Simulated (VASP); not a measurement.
# WC (Cm) in VASP: a series of runs

The runs below take WC through single point, with PBEsol.

Everything below comes from runs of VASP 6.6.1. Logs are shortened: lines on timing, memory, paths and dates and some standing lists are left out, and cuts for length are marked.

**1. The cell of the first run**

The structure is monoclinic, space group Cm (No. 8). The conventional cell has a = 5.024 Å, b = 2.901 Å, c = 2.829 Å, α = 90.00°, β = 90.00°, γ = 90.00°. Within 2.7 Å of W (site symmetry m) lie 6 C at 2.06 to 2.39 Å. C (site symmetry m) has 6 W at 2.06 to 2.39 Å within 2.7 Å.

**2. Single point, PBEsol**

INCAR reads:

```
SYSTEM = WC
PREC = Accurate
ENCUT = 520
EDIFF = 1E-6
ISMEAR = 1
SIGMA = 0.2
LREAL = .FALSE.
LASPH = .TRUE.
NELM = 100
ALGO = Normal
ISIF = 2
LWAVE = .FALSE.
LCHARG = .FALSE.
GGA = PS
NBANDS = 16
```

KPOINTS reads:

```
regular mesh
0
G
  18 18 16
  0 0 0
```

POSCAR reads:

```
WC
1.0
    2.9005014360      0.0000000000      0.0000000000
   -1.4502507180      2.5119079273      0.0000000000
    0.0000000000      0.0000000000      2.8290000000
W C
1 1
Direct
    0.0000000000      0.0000000000      0.0000000000
    0.7274923405      0.3637461703      0.5456192554
```

Potentials or basis: VASP PAW PBE potentials, release 64 (W_sv, C).

The run is started by

```console
cat potpaw_PBE.64/W_sv/POTCAR potpaw_PBE.64/C/POTCAR > POTCAR
mpirun -np 1 vasp_std > vasp.out
```

OUTCAR:

```text
SYSTEM = WC
   PREC = Accurate
   ENCUT = 520
   EDIFF = 1E-6
   ISMEAR = 1
   LREAL = .FALSE.
   LASPH = .TRUE.
   NELM = 100
   ISIF = 2
   GGA = PS

 ion  position               nearest neighbor table
   1  0.000  0.000  0.000-   2 2.06   2 2.06   2 2.23   2 2.23   2 2.23   2 2.39
   2  0.727  0.364  0.546-   1 2.06   1 2.06   1 2.23   1 2.23   1 2.23   1 2.39

  LATTYP: Found a hexagonal cell.
 ALAT       =     2.9005014360
 C/A-ratio  =     0.9753485949

  Lattice vectors:

 A1 = (   2.9005014360,   0.0000000000,   0.0000000000)
 A2 = (  -1.4502507180,   2.5119079273,   0.0000000000)
 A3 = (   0.0000000000,   0.0000000000,   2.8290000000)

Analysis of symmetry for initial positions (statically):
=====================================================================
 Subroutine PRICEL returns:
 Original cell was already a primitive cell.

 Routine SETGRP: Setting up the symmetry group for a
 hexagonal supercell.

 Subroutine GETGRP returns: Found  2 space group operations
 (whereof  2 operations were pure point group operations)
 out of a pool of 24 trial point group operations.

The static configuration has the point symmetry C_1h.

Analysis of symmetry for dynamics (positions and initial velocities):
=====================================================================
 Subroutine PRICEL returns:
 Original cell was already a primitive cell.

 Routine SETGRP: Setting up the symmetry group for a
 hexagonal supercell.

 Subroutine GETGRP returns: Found  2 space group operations
 (whereof  2 operations were pure point group operations)
 out of a pool of 24 trial point group operations.

The dynamic configuration has the point symmetry C_1h.

 Subroutine INISYM returns: Found  2 space group operations
 (whereof  2 operations are pure point group operations),
 and found     1 'primitive' translations

----------------------------------------------------------------------------------------

                                     Primitive cell

  volume of cell :      20.6115

  direct lattice vectors                    reciprocal lattice vectors
     2.900501436  0.000000000  0.000000000     0.344767973  0.199051882  0.000000000
    -1.450250718  2.511907927  0.000000000     0.000000000  0.398103764  0.000000000
     0.000000000  0.000000000  2.829000000     0.000000000  0.000000000  0.353481796

  length of vectors
     2.900501436  2.900501436  2.829000000     0.398103764  0.398103764  0.353481796

  position of ions in fractional coordinates (direct lattice)
     0.000000000  0.000000000  0.000000000
     0.727492340  0.363746170  0.545619255
[... 74 lines left out ...]
   LASPH  =      T    aspherical Exc in radial PAW
   ENCUT  =  520.0 eV  38.22 Ry    6.18 a.u.   5.39  5.39  5.26*2*pi/ulx,y,z
   NELM   =    100;   NELMIN=  2; NELMDL= -5     # of ELM steps
   EDIFF  = 0.1E-05   stopping-criterion for ELM
   LREAL  =      F    real-space projection
   EDIFFG = 0.1E-04   stopping-criterion for IOM
   NSW    =      0    number of steps for IOM
   IBRION =     -1    ionic relax: 0-MD 1-quasi-New 2-CG
   NFREE  =      0    steps in history (QN), initial steepest desc. (CG)
   ISIF   =      2    stress and relaxation
   ISYM   =      2    0-nonsym 1-usesym 2-fastsym
   POTIM  = 0.5000    time-step for ionic-motion
   TEBEG  =    0.0;   TEEND  =   0.0 temperature during run
   PSTRESS=    0.0 pullay stress
   NELECT =      18.0000    total number of electrons
   NUPDOWN=      -1.0000    fix difference up-down
   EMIN   =  10.00;   EMAX   =-10.00  energy-range for DOS
   EFERMI =   0.00;   METHOD = LEGACY
   ISMEAR =     1;   SIGMA  =   0.20  broadening in eV -4-tet -1-fermi 0-gaus
   EFERMI_NEDOS =   21; number of points for ismear=-14 and -15
   IALGO  =     38    algorithm
   IMIX   =      4    mixing-type and parameters
     AMIX     =   0.40;   BMIX     =  1.00
     AMIX_MAG =   1.60;   BMIX_MAG =  1.00
  volume/ion in A,a.u.               =      10.31        69.55
  Fermi-wavevector in a.u.,A,eV,Ry     =   1.564813  2.957068 33.315762  2.448639
  Thomas-Fermi vector in A             =   2.667381
   LORBIT       =      0    0 simple, 1 ext, 2 COOP (PROOUT), +10 PAW based schemes
   GGA     = PS    functional components
   LHFCALC =     F    Hartree Fock is set to
   AEXX    =    0.0000 exact exchange contribution
   IVDW    =     0    specifies the selected vdW correction
   LEPSILON=     F    determine dielectric tensor
   LRPA    =     F    only Hartree local field effects (RPA)
 non-spin polarized calculation
 Methfessel and Paxton  Order N= 1 SIGMA  =   0.20
  energy-cutoff  :      520.00
  volume of cell :       20.61
 maximum number of plane-waves:       580
 NGX is ok and might be reduce to    24
   NGX = 11   NGY = 11   NGZ = 11

 number of electron      18.0000000 magnetization

 Free energy of the ion-electron system (eV)
  ---------------------------------------------------
  ext. energy  EPLUGINS =         0.00000000
  ---------------------------------------------------
  free energy    TOTEN  =       -23.59747638 eV

  energy without entropy =      -23.59777624  energy(sigma->0) =      -23.59757633

 E-fermi :  11.1001     XC(G=0): -13.9493

 val. band max:       11.0991864365   @ k =   0.0000   0.0556   0.0000
 cond. band min:      11.1145162192   @ k =  -0.0556   0.1111   0.3750
 fundamental gap:      0.0153297827
 Fermi energy:        11.1001035577

 k-point     1 :       0.0000    0.0000    0.0000
  band No.  band energies     occupation
      1     -62.8403      2.00000
      2     -26.8467      2.00000
      3     -26.7483      2.00000
      4     -26.7351      2.00000
      5      -3.4507      2.00000
      6       6.3781      2.00000
[... 433 lines left out ...]
      3     -26.8233      2.00000
      4     -26.7838      2.00000
      5      -2.8949      2.00000
      6       6.2487      2.00000
[... 8 lines left out ...]
     15      24.4680      0.00000
     16      28.2039      0.00000

 [... further k-points ...]
[... 5 lines left out ...]
  --------------------------------------------------------------------------------------
  -------------------------------------------------------------------------------------
  Total        0.2981895      1.2843821      1.4272151     -0.8540678      0.4080378      0.7067420
  in kB       23.1789204     99.8378183    110.9405368    -66.3885530     31.7176652     54.9365943
  external PRESSURE =      77.9857585 kB  Pullay stress =       0.0000000 kB

 VOLUME and BASIS-vectors are now :
 -----------------------------------------------------------------------------
  energy-cutoff  :      520.00
  volume of cell :       20.61
      direct lattice vectors                 reciprocal lattice vectors
     2.900501436  0.000000000  0.000000000     0.344767973  0.199051882  0.000000000
    -1.450250718  2.511907927  0.000000000     0.000000000  0.398103764  0.000000000
     0.000000000  0.000000000  2.829000000     0.000000000  0.000000000  0.353481796

 POSITION                                       TOTAL-FORCE (eV/Angst)
 -----------------------------------------------------------------------------------
      0.00000      0.00000      0.00000         1.948141      1.124760      2.039353
      1.58257      0.91370      1.54356        -1.948141     -1.124760     -2.039353
 -----------------------------------------------------------------------------------
    total drift:                                0.000038      0.000022     -0.000364

  FREE ENERGIE OF THE ION-ELECTRON SYSTEM (eV)
  ---------------------------------------------------
  free  energy   TOTEN  =       -23.5974763773 eV

  energy  without entropy=      -23.5977762448  energy(sigma->0) =      -23.59757633
```

OSZICAR:

```text
N       E                     dE             d eps       ncg     rms          rms(c)
DAV:   1     0.109372429850E+03    0.10937E+03   -0.93392E+03 44232   0.125E+03
DAV:   2    -0.232920593697E+02   -0.13266E+03   -0.12811E+03 52328   0.338E+02
DAV:   3    -0.265054377632E+02   -0.32134E+01   -0.32025E+01 49120   0.500E+01
DAV:   4    -0.265218652011E+02   -0.16427E-01   -0.16427E-01 56568   0.402E+00
DAV:   5    -0.265219834754E+02   -0.11827E-03   -0.11828E-03 49160   0.323E-01    0.344E+01
DAV:   6    -0.237025353516E+02    0.28194E+01   -0.54245E+00 53672   0.252E+01    0.974E+00
DAV:   7    -0.236314510904E+02    0.71084E-01   -0.39702E-01 45336   0.495E+00    0.665E+00
DAV:   8    -0.235983939731E+02    0.33057E-01   -0.61507E-02 51992   0.206E+00    0.793E-01
DAV:   9    -0.235976215456E+02    0.77243E-03   -0.24504E-03 47896   0.389E-01    0.119E-01
DAV:  10    -0.235974764178E+02    0.14513E-03   -0.27539E-04 56184   0.197E-01    0.331E-02
DAV:  11    -0.235974766126E+02   -0.19479E-06   -0.12653E-05 49696   0.355E-02    0.876E-03
DAV:  12    -0.235974763773E+02    0.23537E-06   -0.15039E-06 37544   0.108E-02
   1 F= -.23597476E+02 E0= -.23597576E+02  d E =0.299868E-03
```

Run time: 3.9 min. Hardware: 1 thread of Intel Xeon Platinum 8259CL at 2.50GHz (Skylake/Cascade Lake), shared host; peak memory 0.53 GiB.

Results:

```
Free energy            : -23.5975 eV
Pressure               : 7.8 GPa
Largest force          : 3.036 eV/Å
Band gap on the k mesh : zero (bands 9 and 10 overlap by 1.33 eV)
```

Forces on the atoms (eV/Å):
```
W    1.948  1.125  2.039
C   -1.948 -1.125 -2.039
```

Caveat: the cell differs from its parent crystal (all C atoms moved -0.200 Å, as atom 2 towards its neighbour atom 1 (W) at 2.192 Å); the cell stands under pressure; the PAW data sets were made with another functional, which shifts forces and pressure a little; spin-orbit coupling is left out, which moves the levels of the heavy elements.

**3. Single point, PBEsol**

INCAR reads:

```
SYSTEM = WC
PREC = Accurate ; ENCUT = 520
EDIFF = 1E-6 ; ISMEAR = 1
SIGMA = 0.2 ; LREAL = .FALSE.
LASPH = .TRUE. ; NELM = 100
ALGO = Normal ; ISIF = 2
LWAVE = .FALSE. ; LCHARG = .FALSE.
GGA = PS ; NBANDS = 16
```

KPOINTS is that of step 2.

POSCAR: that of step 2 with these lines changed.

```diff
@@ -9,2 +9,2 @@
     0.0000000000      0.0000000000      0.0000000000
-    0.7274923405      0.3637461703      0.5456192554
+    0.6210474113      0.3105237056      0.4657855585
```

Potentials or basis: VASP PAW PBE potentials, release 64 (W_sv, C).

The run is started by

```console
cat potpaw_PBE.64/W_sv/POTCAR potpaw_PBE.64/C/POTCAR > POTCAR
mpirun -np 1 vasp_std > vasp.out
```

Run time: 3.9 min. Hardware: 1 thread of Intel Xeon Platinum 8259CL at 2.50GHz (Skylake/Cascade Lake), shared host; peak memory 0.53 GiB.

It converged, with:

| Quantity | Value |
| --- | --- |
| Free energy | -23.7177 eV |
| Pressure | 4.9 GPa |
| Largest force | 2.524 eV/Å |
| Band gap on the k mesh | zero (bands 9 and 10 overlap by 0.97 eV) |

Forces in eV/Å, atoms in the order of the input:
```
W   -1.758 -1.015 -1.501
C    1.758  1.015  1.501
```

Stress tensor (GPa, compression positive):
```
6.63 4.98 4.52
4.98 0.88 2.61
4.52 2.61 7.17
```

Levels at points of the mesh, in eV from the Fermi level:
```tsv
k point	band 5	band 6	band 7	band 8	band 9	band 10	band 11	band 12	band 13	band 14
(0.00, 0.00, 0.00)	-14.50	-4.59	-3.58	-3.20	0.19	3.07	3.32	4.88	6.37	6.82
(0.50, 0.00, 0.00)	-10.79	-7.47	-4.06	-3.58	-0.45	2.54	4.39	4.77	7.31	10.20
(0.00, 0.50, 0.00)	-11.27	-6.92	-3.96	-3.36	-0.43	2.39	4.60	5.04	6.32	10.04
(0.00, 0.00, 0.50)	-10.45	-8.68	-2.82	-1.54	-0.60	-0.50	3.52	3.81	5.70	9.95
(0.50, 0.00, 0.50)	-11.62	-6.28	-4.14	-3.85	-0.09	4.46	5.37	6.79	8.79	10.39
(0.00, 0.50, 0.50)	-11.19	-6.70	-4.62	-4.21	0.47	4.42	5.34	6.31	9.47	10.03
```

Caveat: the cell differs from its parent crystal (all C atoms moved +0.150 Å, as atom 2 towards its neighbour atom 1 (W) at 2.192 Å); the cell stands under pressure; the PAW data sets were made with another functional, which shifts forces and pressure a little; spin-orbit coupling is left out, which moves the levels of the heavy elements.
